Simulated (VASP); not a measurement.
Set up this calculation in VASP 6.6.1, as the native input.

| Item | Value |
| --- | --- |
| Task | single point |
| Functional | PBEsol |
| Potentials or basis | VASP PAW PBE potentials, release 64 (Ta_sv_GW) |
| Cutoff | 500 eV |
| k mesh | 12 × 12 × 10 |
| Occupations | gaussian, width 0.1 eV |
| Spin | no spin polarisation |
| Dipole correction | no |
| Further INCAR settings | ALGO = Normal; EDIFF = 1e-06; NBANDS = 34 |

The structure of Ta lies in POSCAR:

```
Ta
1.0
    4.5492834584      0.0000000000      0.0000000000
   -2.2746417292      3.9397950440      0.0000000000
    0.0000000000      0.0000000000      4.8299026777
Ta
4
Direct
    0.0000000000      0.0000000000      0.2500000000
    0.0000000000      0.0000000000      0.7500000000
    0.3333333333      0.6666666667      0.7500000000
    0.6666666667      0.3333333333      0.2500000000
```

This isn't the form of Ta at room conditions, which is bcc.

One way to write it, as run:

INCAR

```
PREC = Accurate ; ENCUT = 500
EDIFF = 1E-6 ; ISMEAR = 0
SIGMA = 0.1 ; LREAL = F
LASPH = T ; NELM = 120
ALGO = Normal ; ISIF = 2
LWAVE = F ; LCHARG = F
GGA = PS ; NBANDS = 34
GGA_COMPAT = F
```

KPOINTS

```
Automatic mesh
0
Gamma
  12 12 10
```

Potentials or basis: VASP PAW PBE potentials, release 64 (Ta_sv_GW).

Launch:

```sh
$ cat potpaw_PBE.64/Ta_sv_GW/POTCAR > POTCAR
$ mpirun -np 1 vasp_std > vasp.out
```

It gave:

* Pressure: -0.9 GPa
* Band gap on the k mesh: zero (bands 26 and 27 overlap by 0.91 eV)

Caveat: the PAW data sets were made with another functional, which shifts forces and pressure a little; spin-orbit coupling is left out, which moves the levels of the heavy elements.

Run time: 2.7 min on 1 thread of Intel(R) Xeon(R) 6975P-C (Granite Rapids), on a shared host, peak memory 0.38 GiB.
